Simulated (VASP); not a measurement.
# Os in VASP: settings compared

Os is run at these levels: PBE, PBE+D4, PBEsol+D3(BJ); tasks: single point.

Program: VASP 6.6.1. These are calculated values, not measurements. Logs are shortened: lines on timing, memory, paths and dates and some standing lists are left out, and cuts for length are marked.

### Step 1. The cell of the first run

The typed cell holds 2 atoms: a = 2.734 Å, b = 2.734 Å, c = 4.320 Å, α = 90.00°, β = 90.00°, γ = 120.00°.

### Step 2. Single point, PBE

INCAR

```
ALGO = Normal
EDIFF = 1E-6
ENCUT = 600
GGA = PE
GGA_COMPAT = False
ISIF = 2
ISMEAR = 1
LASPH = True
LCHARG = False
LREAL = False
LWAVE = False
NBANDS = 15
NELM = 120
PREC = Accurate
SIGMA = 0.1
```

KPOINTS

```
k-points
0
Gamma
  8 8 5
```

POSCAR

```
Os
1.0
    2.7341000000      0.0000000000      0.0000000000
   -1.3670500000      2.3678000565      0.0000000000
    0.0000000000      0.0000000000      4.3197000000
Os
2
Direct
    0.6588800000      0.3197410000      0.7591660000
    0.3285490000      0.6649530000      0.2460270000
```

Potentials or basis: VASP PAW PBE potentials, release 64 (Os).

Launch:

```
> cat potpaw_PBE.64/Os/POTCAR > POTCAR
> mpirun -np 1 vasp_std > vasp.out
```

OUTCAR:

```text
EDIFF = 1E-6
   ENCUT = 600
   GGA = PE
   ISIF = 2
   ISMEAR = 1
   LASPH = True
   LREAL = False
   NELM = 120
   PREC = Accurate

 ion  position               nearest neighbor table
   1  0.659  0.320  0.759-   2 2.61   2 2.63   2 2.64   2 2.71   2 2.73   2 2.73
   2  0.329  0.665  0.246-   1 2.61   1 2.63   1 2.64   1 2.71   1 2.73   1 2.73

  LATTYP: Found a hexagonal cell.
 ALAT       =     2.7341000000
 C/A-ratio  =     1.5799348963

  Lattice vectors:

 A1 = (   2.7341000000,   0.0000000000,   0.0000000000)
 A2 = (  -1.3670500000,   2.3678000565,   0.0000000000)
 A3 = (   0.0000000000,   0.0000000000,   4.3197000000)

Analysis of symmetry for initial positions (statically):
=====================================================================
 Subroutine PRICEL returns:
 Original cell was already a primitive cell.

 Routine SETGRP: Setting up the symmetry group for a
 hexagonal supercell.

 Subroutine GETGRP returns: Found  2 space group operations
 (whereof  1 operations were pure point group operations)
 out of a pool of 24 trial point group operations.

The static configuration has the point symmetry C_1 .
 The point group associated with its full space group is S_2 .

Analysis of symmetry for dynamics (positions and initial velocities):
=====================================================================
 Subroutine PRICEL returns:
 Original cell was already a primitive cell.

 Routine SETGRP: Setting up the symmetry group for a
 hexagonal supercell.

 Subroutine GETGRP returns: Found  2 space group operations
 (whereof  1 operations were pure point group operations)
 out of a pool of 24 trial point group operations.

The dynamic configuration has the point symmetry C_1 .
 The point group associated with its full space group is S_2 .

 Subroutine INISYM returns: Found  2 space group operations
 (whereof  1 operations are pure point group operations),
 and found     1 'primitive' translations

----------------------------------------------------------------------------------------

                                     Primitive cell

  volume of cell :      27.9649

  direct lattice vectors                    reciprocal lattice vectors
     2.734100000  0.000000000  0.000000000     0.365751070  0.211166479  0.000000000
    -1.367050000  2.367800057  0.000000000     0.000000000  0.422332957  0.000000000
     0.000000000  0.000000000  4.319700000     0.000000000  0.000000000  0.231497558

  length of vectors
     2.734100000  2.734100000  4.319700000     0.422332957  0.422332957  0.231497558
[... 87 lines left out ...]
   ISIF   =      2    stress and relaxation
   ISYM   =      2    0-nonsym 1-usesym 2-fastsym
   POTIM  = 0.5000    time-step for ionic-motion
   TEBEG  =    0.0;   TEEND  =   0.0 temperature during run
   PSTRESS=    0.0 pullay stress
   NELECT =      16.0000    total number of electrons
   NUPDOWN=      -1.0000    fix difference up-down
   EMIN   =  10.00;   EMAX   =-10.00  energy-range for DOS
   EFERMI =   0.00;   METHOD = LEGACY
   ISMEAR =     1;   SIGMA  =   0.10  broadening in eV -4-tet -1-fermi 0-gaus
   EFERMI_NEDOS =   21; number of points for ismear=-14 and -15
   IALGO  =     38    algorithm
   IMIX   =      4    mixing-type and parameters
     AMIX     =   0.40;   BMIX     =  1.00
     AMIX_MAG =   1.60;   BMIX_MAG =  1.00
  volume/ion in A,a.u.               =      13.98        94.36
  Fermi-wavevector in a.u.,A,eV,Ry     =   1.359076  2.568282 25.131161  1.847088
  Thomas-Fermi vector in A             =   2.485855
   LORBIT       =      0    0 simple, 1 ext, 2 COOP (PROOUT), +10 PAW based schemes
   GGA     = PE    functional components
   LHFCALC =     F    Hartree Fock is set to
   AEXX    =    0.0000 exact exchange contribution
   IVDW    =     0    specifies the selected vdW correction
   LEPSILON=     F    determine dielectric tensor
   LRPA    =     F    only Hartree local field effects (RPA)
 non-spin polarized calculation
 Methfessel and Paxton  Order N= 1 SIGMA  =   0.10
  energy-cutoff  :      600.00
  volume of cell :       27.96
 maximum number of plane-waves:       965
 NGX is ok and might be reduce to    24
   NGX = 11   NGY = 11   NGZ = 17

 number of electron      16.0000000 magnetization

 Free energy of the ion-electron system (eV)
  ---------------------------------------------------
  ext. energy  EPLUGINS =         0.00000000
  ---------------------------------------------------
  free energy    TOTEN  =       -22.50874113 eV

  energy without entropy =      -22.50858938  energy(sigma->0) =      -22.50869055

 E-fermi :   9.2461     XC(G=0): -14.0574

 val. band max:        9.2388869225   @ k =   0.5000   0.0000   0.4000
 cond. band min:       9.2508999741   @ k =  -0.2500   0.2500   0.2000
 fundamental gap:      0.0120130516
 Fermi energy:         9.2460700427

 k-point     1 :       0.0000    0.0000    0.0000
  band No.  band energies     occupation
      1      -1.4726      2.00000
      2       1.6708      2.00000
      3       6.3838      2.00000
      4       6.4312      2.00000
      5       6.6575      2.00000
      6       7.1742      2.00000
      7       7.2355      2.00000
      8       7.8732      2.00000
      9       8.0670      2.00000
     10       9.5240     -0.00061
     11      11.0495     -0.00000
     12      11.3065      0.00000
     13      18.4933      0.00000
     14      23.5029      0.00000
[... 401 lines left out ...]
      2       2.8868      2.00000
      3       3.1776      2.00000
      4       5.7265      2.00000
      5       5.8893      2.00000
      6       6.7328      2.00000
      7       7.5124      2.00000
      8      10.8919     -0.00000
      9      11.4560      0.00000
     10      11.9315      0.00000
     11      13.4200      0.00000
     12      16.5461      0.00000
     13      18.9718      0.00000
     14      19.8734      0.00000
     15      22.0140      0.00000

 [... further k-points ...]
[... 5 lines left out ...]
  --------------------------------------------------------------------------------------
  -------------------------------------------------------------------------------------
  Total        1.4689934      1.5062433      1.8479101      0.0135695     -0.0817950      0.0260298
  in kB       84.1622673     86.2964047    105.8713400      0.7774315     -4.6862392      1.4913140
  external PRESSURE =      92.1100040 kB  Pullay stress =       0.0000000 kB

 VOLUME and BASIS-vectors are now :
 -----------------------------------------------------------------------------
  energy-cutoff  :      600.00
  volume of cell :       27.96
      direct lattice vectors                 reciprocal lattice vectors
     2.734100000  0.000000000  0.000000000     0.365751070  0.211166479  0.000000000
    -1.367050000  2.367800057  0.000000000     0.000000000  0.422332957  0.000000000
     0.000000000  0.000000000  4.319700000     0.000000000  0.000000000  0.231497558

 POSITION                                       TOTAL-FORCE (eV/Angst)
 -----------------------------------------------------------------------------------
      1.36434      0.75708      3.27937        -0.097283      0.320305     -1.055863
     -0.01074      1.57448      1.06276         0.097283     -0.320305      1.055863
 -----------------------------------------------------------------------------------
    total drift:                               -0.000000     -0.000000     -0.000002

  FREE ENERGIE OF THE ION-ELECTRON SYSTEM (eV)
  ---------------------------------------------------
  free  energy   TOTEN  =       -22.5087411344 eV

  energy  without entropy=      -22.5085893831  energy(sigma->0) =      -22.50869055
```

OSZICAR:

```text
N       E                     dE             d eps       ncg     rms          rms(c)
DAV:   1     0.116855886755E+03    0.11686E+03   -0.80771E+03  4860   0.115E+03
DAV:   2    -0.181615139480E+02   -0.13502E+03   -0.11741E+03  4895   0.344E+02
DAV:   3    -0.238406754464E+02   -0.56792E+01   -0.54832E+01  6631   0.633E+01
DAV:   4    -0.238883485930E+02   -0.47673E-01   -0.47602E-01  5252   0.593E+00
DAV:   5    -0.238886007337E+02   -0.25214E-03   -0.25213E-03  6659   0.409E-01    0.233E+01
DAV:   6    -0.228350342141E+02    0.10536E+01   -0.86595E-01  6106   0.799E+00    0.106E+01
DAV:   7    -0.225169762973E+02    0.31806E+00   -0.59714E-01  6239   0.656E+00    0.549E-01
DAV:   8    -0.225104388461E+02    0.65375E-02   -0.64365E-03  5007   0.606E-01    0.258E-01
DAV:   9    -0.225087390251E+02    0.16998E-02   -0.12052E-03  6204   0.357E-01    0.501E-02
DAV:  10    -0.225087645932E+02   -0.25568E-04   -0.33766E-05  6113   0.462E-02    0.888E-03
DAV:  11    -0.225087425555E+02    0.22038E-04   -0.41177E-06  5630   0.223E-02    0.982E-04
DAV:  12    -0.225087413532E+02    0.12023E-05   -0.99347E-08  3445   0.345E-03    0.797E-04
DAV:  13    -0.225087411344E+02    0.21873E-06   -0.10975E-08  2983   0.924E-04
   1 F= -.22508741E+02 E0= -.22508691E+02  d E =-.151751E-03
```

stdout:

```text
POSCAR found type information on POSCAR Os
 POSCAR found :  1 types and       2 ions
 scaLAPACK will be used
 LDA part: xc-table for (Slater+PW92), standard interpolation
 POSCAR, INCAR and KPOINTS ok, starting setup
 FFT: planning ... GRIDC
 FFT: planning ... GRID_SOFT
 FFT: planning ... GRID
 WAVECAR not read
 entering main loop
```

Wall time 1.9 min (1 thread of AMD EPYC 7R43 (Zen 3), shared host); peak memory 0.18 GiB.

What came out:

```
Free energy            : -22.5087 eV
Pressure               : 9.2 GPa
Largest force          : 1.108 eV/Å
Band gap on the k mesh : zero (band 8 reaches 11.54 eV, above the bottom of band 9 at 7.88 eV)
```

Forces in eV/Å, atoms in the order of the input:
```
Os  -0.097  0.320 -1.056
Os   0.097 -0.320  1.056
```

Levels at points of the mesh, in eV from the Fermi level:
| k point | band 5 | band 6 | band 7 | band 8 | band 9 | band 10 | band 11 | band 12 |
| --- | --- | --- | --- | --- | --- | --- | --- | --- |
| (0.00, 0.00, 0.00) | -2.59 | -2.07 | -2.01 | -1.37 | -1.18 | 0.28 | 1.80 | 2.06 |
| (0.50, 0.00, 0.00) | -2.66 | -2.30 | -1.64 | 2.28 | 2.79 | 2.99 | 4.63 | 5.98 |
| (0.00, 0.50, 0.00) | -2.76 | -2.48 | -1.66 | 2.24 | 2.83 | 2.98 | 4.73 | 5.89 |
| (0.50, 0.50, 0.00) | -2.62 | -2.23 | -1.63 | 2.30 | 2.78 | 3.01 | 4.60 | 6.01 |

Caveat: spin-orbit coupling is left out, which moves the levels of the heavy elements; forces of over 1 eV/Å act on the atoms, so gaps and moduli don't describe the material at rest.

[end of part 1 of 2]
